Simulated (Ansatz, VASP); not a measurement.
One calculation of LiTa4O, two programs

```
Li Ta O
1.0
     6.83287    0.00000    0.00000
     0.00000    6.83287    0.00000
     0.00000    0.00000    2.69010
Li Ta O
1 4 1
Cartesian
  3.4164 3.4164 1.3451
  4.7907 0.0000 1.3451
  2.0422 0.0000 1.3451
  0.0000 4.7907 1.3451
  0.0000 2.0422 1.3451
  0.0000 0.0000 1.3451
```

Alike in both runs: functional PBE; k mesh 6 × 6 × 14; occupations gaussian, width 0.1 eV; no spin polarisation.

Ansatz relaxed the structure, and its values are those at the end. VASP's run is a single point on that final structure, the one shown.

```csv
,VASP,Ansatz
version,VASP 6.6.1,Ansatz 0.2.0
potentials or method,"VASP PAW PBE potentials, release 64 (Li_sv, Ta_pv, O), cutoff 520 eV","scalar-relativistic, plane waves, PAW"
valence electrons in the cell,53,61
```

Ansatz gave:

* gap on the k mesh at the Fermi level (eV): none
* rms of the force components (eV/Å): 0.000

Question: Which values does VASP return?

Answer: gap on the k mesh at the Fermi level (eV): none; rms of the force components (eV/Å): 0.020.

A gap of «none» marks a metal or a gap that the smearing closes. The functional is the same, so the differences come from potentials, cutoffs and numerics. VASP's potentials hold 53 valence electrons a cell and Ansatz's 61, so a difference there can come from the potentials and not from the codes.

Neither program's run includes spin-orbit coupling. Noted on VASP's run: the cutoff is under 1.25 times that of the potentials, so the pressure is a little rough.
